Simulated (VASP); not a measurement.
# ScAl3 in VASP: a series of runs, part 2 of 3

VASP 6.6.1. Earlier steps stand in the parts before.

**3. Single point, PBEsol**

File INCAR:

```
SYSTEM = ScAl3
PREC = Accurate ; ENCUT = 520
EDIFF = 1E-7 ; ISMEAR = -1
SIGMA = 0.05 ; LREAL = .False.
LASPH = .True. ; NELM = 60
ALGO = Normal ; ISIF = 2
LWAVE = .False. ; LCHARG = .False.
GGA = PS ; NBANDS = 18
```

File KPOINTS:

```
regular mesh
0
Gamma
  6 6 6
  0 0 0
```

File POSCAR:

```
ScAl3
1.0
    4.0878065700      0.0408780657      0.0000000000
    0.0408780657      4.0878065700      0.0000000000
    0.0000000000      0.0000000000      4.0878065700
Sc Al
1 3
Direct
    0.0000000000      0.0000000000      0.0000000000
    0.5000000000      0.5000000000      0.0000000000
    0.0000000000      0.5000000000      0.5000000000
    0.5000000000      0.0000000000      0.5000000000
```

Potentials or basis: VASP PAW PBE potentials, release 64 (Sc_sv, Al).

Started as:

```sh
cat potpaw_PBE.64/Sc_sv/POTCAR potpaw_PBE.64/Al/POTCAR > POTCAR
mpirun -np 1 vasp_std > vasp.out
```

OUTCAR:

```text
SYSTEM = ScAl3
   PREC = Accurate
   ENCUT = 520
   EDIFF = 1E-7
   ISMEAR = -1
   LREAL = .False.
   LASPH = .True.
   NELM = 60
   ISIF = 2
   GGA = PS

 ion  position               nearest neighbor table
   1  0.000  0.000  0.000-   2 2.86   2 2.86   3 2.89   4 2.89   3 2.89   3 2.89   3 2.89   4 2.89
                             4 2.89   4 2.89   2 2.92   2 2.92
   2  0.500  0.500  0.000-   1 2.86   1 2.86   3 2.89   4 2.89   3 2.89   4 2.89   4 2.89   4 2.89
                             3 2.89   3 2.89   1 2.92   1 2.92
   3  0.000  0.500  0.500-   4 2.86   4 2.86   1 2.89   2 2.89   1 2.89   1 2.89   1 2.89   2 2.89
                             2 2.89   2 2.89   4 2.92   4 2.92
   4  0.500  0.000  0.500-   3 2.86   3 2.86   1 2.89   2 2.89   2 2.89   1 2.89   2 2.89   1 2.89
                             2 2.89   1 2.89   3 2.92   3 2.92

  LATTYP: Found a base centered orthorhombic cell.
 ALAT       =     5.7232211767
 B/A-ratio  =     1.0202020202
 C/A-ratio  =     0.7142492739

  Lattice vectors:

 A1 = (  -0.0408780657,  -4.0878065700,   0.0000000000)
 A2 = (   4.0878065700,   0.0408780657,   0.0000000000)
[... 174 lines left out ...]
  ---------------------------------------------------
  free energy    TOTEN  =       -20.75207604 eV

  energy without entropy =      -20.73627014  energy(sigma->0) =      -20.74417309

 E-fermi :   7.3193     XC(G=0): -10.4990

 val. band max:        7.3175210336   @ k =   0.1667  -0.0000   0.1667
 cond. band min:       7.3378809077   @ k =  -0.1667   0.1667   0.0000
 fundamental gap:      0.0203598741
 Fermi energy:         7.3192867379

 k-point     1 :       0.0000    0.0000    0.0000
  band No.  band energies     occupation
      1     -41.5445      2.00000
      2     -20.3459      2.00000
      3     -20.3440      2.00000
      4     -20.3408      2.00000
      5      -2.8179      2.00000
      6       4.5731      2.00000
[... 481 lines left out ...]
      5       0.0578      2.00000
      6       1.0691      2.00000
[... 10 lines left out ...]
     17      12.2539      0.00000
     18      12.9005      0.00000

 [... further k-points ...]
[... 5 lines left out ...]
  --------------------------------------------------------------------------------------
  -------------------------------------------------------------------------------------
  Total       -0.4084310     -0.4084310     -0.3954701     -0.4765655      0.0000000      0.0000000
  in kB       -9.5807989     -9.5807989     -9.2767679    -11.1790673      0.0000000      0.0000000
  external PRESSURE =      -9.4794552 kB  Pullay stress =       0.0000000 kB

 VOLUME and BASIS-vectors are now :
 -----------------------------------------------------------------------------
  energy-cutoff  :      520.00
  volume of cell :       68.30
      direct lattice vectors                 reciprocal lattice vectors
     4.087806570  0.040878066  0.000000000     0.244654436 -0.002446544  0.000000000
     0.040878066  4.087806570  0.000000000    -0.002446544  0.244654436  0.000000000
     0.000000000  0.000000000  4.087806570     0.000000000  0.000000000  0.244629970

 POSITION                                       TOTAL-FORCE (eV/Angst)
 -----------------------------------------------------------------------------------
      0.00000      0.00000      0.00000        -0.000000      0.000000      0.000000
      2.06434      2.06434      0.00000         0.000000      0.000000      0.000000
      0.02044      2.04390      2.04390        -0.000000      0.000000      0.000000
      2.04390      0.02044      2.04390        -0.000000      0.000000      0.000000
 -----------------------------------------------------------------------------------
    total drift:                                0.000000     -0.000000      0.000000

  FREE ENERGIE OF THE ION-ELECTRON SYSTEM (eV)
  ---------------------------------------------------
  free  energy   TOTEN  =       -20.7520760380 eV

  energy  without entropy=      -20.7362701370  energy(sigma->0) =      -20.74417309
```

OSZICAR:

```text
N       E                     dE             d eps       ncg     rms          rms(c)
DAV:   1     0.105793842695E+03    0.10579E+03   -0.83247E+03  1880   0.101E+03
DAV:   2    -0.166933602678E+02   -0.12249E+03   -0.11948E+03  1872   0.288E+02
DAV:   3    -0.216725140508E+02   -0.49792E+01   -0.48370E+01  2836   0.560E+01
DAV:   4    -0.218056548983E+02   -0.13314E+00   -0.13268E+00  2800   0.911E+00
DAV:   5    -0.218080366082E+02   -0.23817E-02   -0.23810E-02  2782   0.110E+00    0.925E+00
DAV:   6    -0.208333394382E+02    0.97470E+00   -0.35997E+00  2820   0.202E+01    0.322E+00
DAV:   7    -0.207793097960E+02    0.54030E-01   -0.11083E-01  2858   0.242E+00    0.190E+00
DAV:   8    -0.207528494828E+02    0.26460E-01   -0.42957E-02  3020   0.170E+00    0.306E-01
DAV:   9    -0.207524679682E+02    0.38151E-03   -0.86499E-03  2906   0.105E+00    0.198E-01
DAV:  10    -0.207520864276E+02    0.38154E-03   -0.12853E-03  3066   0.364E-01    0.608E-02
DAV:  11    -0.207520997182E+02   -0.13291E-04   -0.68192E-05  3040   0.595E-02    0.383E-02
DAV:  12    -0.207520757152E+02    0.24003E-04   -0.11060E-04  2750   0.114E-01    0.350E-03
DAV:  13    -0.207520761001E+02   -0.38496E-06   -0.26775E-06  2720   0.129E-02    0.374E-03
DAV:  14    -0.207520760380E+02    0.62076E-07   -0.23568E-07  2202   0.453E-03
   1 F= -.20752076E+02 E0= -.20744173E+02  d E =-.158059E-01
```

Wall time 40 s (1 thread of Intel Xeon 6975P-C (Granite Rapids), shared host); peak memory 0.19 GiB.

Results:

| Item | Value |
| --- | --- |
| Free energy | -20.7521 eV |
| Pressure | -0.9 GPa |
| Band gap on the k mesh | zero (band 10 reaches 8.09 eV, above the bottom of band 11 at 4.34 eV) |

Levels at points of the mesh, in eV from the Fermi level:
```tsv
k point	band 6	band 7	band 8	band 9	band 10	band 11	band 12	band 13	band 14	band 15
(0.00, 0.00, 0.00)	-2.75	-2.74	-1.97	-1.92	-1.86	1.08	1.17	1.19	1.20	4.67
(0.50, 0.00, 0.00)	-7.44	-1.84	-1.83	-1.60	0.66	0.89	0.98	1.25	1.51	2.04
(0.50, 0.50, 0.00)	-5.84	-5.62	-4.48	-0.71	-0.61	1.10	1.25	1.95	2.37	3.22
(0.00, 0.00, 0.50)	-7.44	-1.87	-1.79	-1.61	0.77	0.88	0.91	1.23	1.50	2.04
(0.50, 0.00, 0.50)	-5.74	-5.73	-4.48	-0.67	-0.66	1.09	1.26	1.94	2.37	3.31
(0.50, 0.50, 0.50)	-4.91	-4.80	-4.58	-3.15	-3.06	-2.98	0.80	2.48	2.48	3.87
```

Caveat: the PAW data sets were made with another functional, which shifts forces and pressure a little.

**4. Relaxation of the atoms, PBEsol**

File INCAR:

```
SYSTEM = ScAl3
PREC = Accurate ; ENCUT = 520
EDIFF = 1E-6 ; ISMEAR = -1
SIGMA = 0.05 ; LREAL = .FALSE.
LASPH = .TRUE. ; NELM = 60
ALGO = Fast ; ISIF = 2
LWAVE = .FALSE. ; LCHARG = .FALSE.
GGA = PS ; IBRION = 2
NSW = 60 ; EDIFFG = -0.01
```

File KPOINTS:

```
Automatic mesh
0
G
  6 6 6
  0 0 0
```

Edit POSCAR of step 3 so:

```diff
@@ -2,4 +2,4 @@
 1.0
-    4.0878065700      0.0408780657      0.0000000000
-    0.0408780657      4.0878065700      0.0000000000
+    4.0878065700      0.0000000000      0.0000000000
+    0.0000000000      4.0878065700      0.0000000000
     0.0000000000      0.0000000000      4.0878065700
```

Potentials or basis: VASP PAW PBE potentials, release 64 (Sc_sv, Al).

Started as:

```sh
cat potpaw_PBE.64/Sc_sv/POTCAR potpaw_PBE.64/Al/POTCAR > POTCAR
mpirun -np 1 vasp_std > vasp.out
```

OUTCAR:

```text
SYSTEM = ScAl3
   PREC = Accurate
   ENCUT = 520
   EDIFF = 1E-6
   ISMEAR = -1
   LREAL = .FALSE.
   LASPH = .TRUE.
   NELM = 60
   ISIF = 2
   GGA = PS
   IBRION = 2
   NSW = 60
   EDIFFG = -0.01

 ion  position               nearest neighbor table
   1  0.000  0.000  0.000-   2 2.89   3 2.89   4 2.89   3 2.89   4 2.89   2 2.89   3 2.89   3 2.89
                             2 2.89   4 2.89   4 2.89   2 2.89
   2  0.500  0.500  0.000-   1 2.89   3 2.89   4 2.89   3 2.89   4 2.89   1 2.89   4 2.89   4 2.89
                             1 2.89   3 2.89   3 2.89   1 2.89
   3  0.000  0.500  0.500-   1 2.89   2 2.89   4 2.89   1 2.89   2 2.89   1 2.89   4 2.89   1 2.89
                             2 2.89   4 2.89   2 2.89   4 2.89
   4  0.500  0.000  0.500-   1 2.89   2 2.89   3 2.89   1 2.89   2 2.89   2 2.89   3 2.89   2 2.89
                             1 2.89   3 2.89   1 2.89   3 2.89

  LATTYP: Found a simple cubic cell.
 ALAT       =     4.0878065700

  Lattice vectors:

 A1 = (   4.0878065700,   0.0000000000,   0.0000000000)
 A2 = (   0.0000000000,   4.0878065700,   0.0000000000)
 A3 = (   0.0000000000,   0.0000000000,   4.0878065700)

Analysis of symmetry for initial positions (statically):
=====================================================================
 Subroutine PRICEL returns:
 Original cell was already a primitive cell.

 Routine SETGRP: Setting up the symmetry group for a
 simple cubic supercell.

 Subroutine GETGRP returns: Found 48 space group operations
 (whereof 48 operations were pure point group operations)
 out of a pool of 48 trial point group operations.

The static configuration has the point symmetry O_h .

Analysis of symmetry for dynamics (positions and initial velocities):
=====================================================================
 Subroutine PRICEL returns:
 Original cell was already a primitive cell.

 Routine SETGRP: Setting up the symmetry group for a
 simple cubic supercell.

 Subroutine GETGRP returns: Found 48 space group operations
 (whereof 48 operations were pure point group operations)
 out of a pool of 48 trial point group operations.
[... 136 lines left out ...]
 maximum number of plane-waves:      1856
   NGX = 15   NGY = 15   NGZ = 15

 number of electron      19.9999996 magnetization

 Free energy of the ion-electron system (eV)
  ---------------------------------------------------
  ext. energy  EPLUGINS =         0.00000000
  ---------------------------------------------------
  free energy    TOTEN  =       -20.75649034 eV

  energy without entropy =      -20.73994698  energy(sigma->0) =      -20.74821866

 E-fermi :   7.3195     XC(G=0): -10.4987

 val. band max:        7.3168544383   @ k =   0.1667   0.1667   0.0000
 cond. band min:       7.4425250334   @ k =   0.3333   0.1667   0.0000
 fundamental gap:      0.1256705952
 Fermi energy:         7.3195337429

 k-point     1 :       0.0000    0.0000    0.0000
  band No.  band energies     occupation
      1     -41.5459      2.00000
      2     -20.3449      2.00000
      3     -20.3449      2.00000
      4     -20.3449      2.00000
      5      -2.8180      2.00000
      6       4.5726      2.00000
      7       4.5726      2.00000
      8       5.4023      2.00000
      9       5.4023      2.00000
     10       5.4023      2.00000
     11       8.4311      0.00000
     12       8.4959      0.00000
     13       8.4959      0.00000
     14       8.4959      0.00000
[... 309 lines left out ...]
      1     -41.5421      2.00000
      2     -20.3691      2.00000
      3     -20.3691      2.00000
      4     -20.3691      2.00000
      5       2.4132      2.00000
      6       2.4132      2.00000
      7       2.4132      2.00000
      8       2.7378      2.00000
      9       4.2535      2.00000
     10       4.2535      2.00000
     11       4.2535      2.00000
     12       8.1140      0.00000
     13       9.8004      0.00000
     14       9.8008      0.00000

------------------------ aborting loop because EDIFF is reached ----------------------------------------

  FORCE on cell =-STRESS in cart. coord.  units (eV):
  Direction    XX          YY          ZZ          XY          YZ          ZX
  --------------------------------------------------------------------------------------
  -------------------------------------------------------------------------------------
  Total       -0.4179736     -0.4179736     -0.4179736      0.0000000      0.0000000     -0.0000000
  in kB       -9.8036639     -9.8036639     -9.8036639      0.0000000      0.0000000     -0.0000000
  external PRESSURE =      -9.8036639 kB  Pullay stress =       0.0000000 kB

 VOLUME and BASIS-vectors are now :
 -----------------------------------------------------------------------------
  energy-cutoff  :      520.00
  volume of cell :       68.31
      direct lattice vectors                 reciprocal lattice vectors
     4.087806570  0.000000000  0.000000000     0.244629970  0.000000000  0.000000000
     0.000000000  4.087806570  0.000000000     0.000000000  0.244629970  0.000000000
     0.000000000  0.000000000  4.087806570     0.000000000  0.000000000  0.244629970

 POSITION                                       TOTAL-FORCE (eV/Angst)
 -----------------------------------------------------------------------------------
      0.00000      0.00000      0.00000         0.000000      0.000000      0.000000
      2.04390      2.04390      0.00000         0.000000      0.000000      0.000000
      0.00000      2.04390      2.04390         0.000000      0.000000      0.000000
      2.04390      0.00000      2.04390         0.000000      0.000000      0.000000
 -----------------------------------------------------------------------------------
    total drift:                                0.000000     -0.000000      0.000000

  FREE ENERGIE OF THE ION-ELECTRON SYSTEM (eV)
  ---------------------------------------------------
  free  energy   TOTEN  =       -20.7564903403 eV

  energy  without entropy=      -20.7399469838  energy(sigma->0) =      -20.74821866

 reached required accuracy - stopping structural energy minimisation
```

OSZICAR:

```text
N       E                     dE             d eps       ncg     rms          rms(c)
DAV:   1     0.112274652306E+03    0.11227E+03   -0.83361E+03   560   0.129E+03
DAV:   2    -0.143779360197E+02   -0.12665E+03   -0.12498E+03   572   0.367E+02
DAV:   3    -0.216795653950E+02   -0.73016E+01   -0.68770E+01   892   0.708E+01
[... 12 lines left out ...]
RMM:  16    -0.207564809029E+02    0.12757E-03   -0.19955E-04   599   0.223E-01    0.220E-02
RMM:  17    -0.207565113487E+02   -0.30446E-04   -0.65362E-04   662   0.168E-01    0.216E-02
RMM:  18    -0.207564886120E+02    0.22737E-04   -0.44674E-05   567   0.108E-01    0.954E-03
RMM:  19    -0.207564901017E+02   -0.14897E-05   -0.22377E-05   491   0.394E-02    0.579E-03
RMM:  20    -0.207564903403E+02   -0.23859E-06   -0.47473E-06   439   0.301E-02
   1 F= -.20756490E+02 E0= -.20748219E+02  d E =-.207565E+02
```

Run time: 17 s. Hardware: 1 thread of Intel Xeon 6975P-C (Granite Rapids), shared host; peak memory 0.16 GiB.

Results:

| Item | Value |
| --- | --- |
| Free energy | -20.7565 eV |
| Pressure after relaxing | -1.0 GPa |
| Band gap on the k mesh | zero (band 10 reaches 8.08 eV, above the bottom of band 11 at 4.25 eV) |

Final structure:
```xyz
4
Lattice="4.0878 0.0000 0.0000 0.0000 4.0878 0.0000 0.0000 0.0000 4.0878" Properties=species:S:1:pos:R:3 pbc="T T T"
Sc    0.0000    0.0000    0.0000
Al    2.0439    2.0439    0.0000
Al    0.0000    2.0439    2.0439
Al    2.0439    0.0000    2.0439
```

Levels at points of the mesh, in eV from the Fermi level:
| k point | band 8 | band 9 | band 10 | band 11 | band 12 | band 13 |
| --- | --- | --- | --- | --- | --- | --- |
| (0.00, 0.00, 0.00) | -1.92 | -1.92 | -1.92 | 1.11 | 1.18 | 1.18 |
| (0.50, 0.00, 0.00) | -1.83 | -1.61 | 0.76 | 0.89 | 0.89 | 1.23 |
| (0.50, 0.50, 0.00) | -4.49 | -0.66 | -0.66 | 1.10 | 1.25 | 2.01 |
| (0.50, 0.50, 0.50) | -4.58 | -3.07 | -3.07 | -3.07 | 0.79 | 2.48 |

Caveat: the relaxation stopped at its first step, so nothing moved; the PAW data sets were made with another functional, which shifts forces and pressure a little.

[end of part 2 of 3]
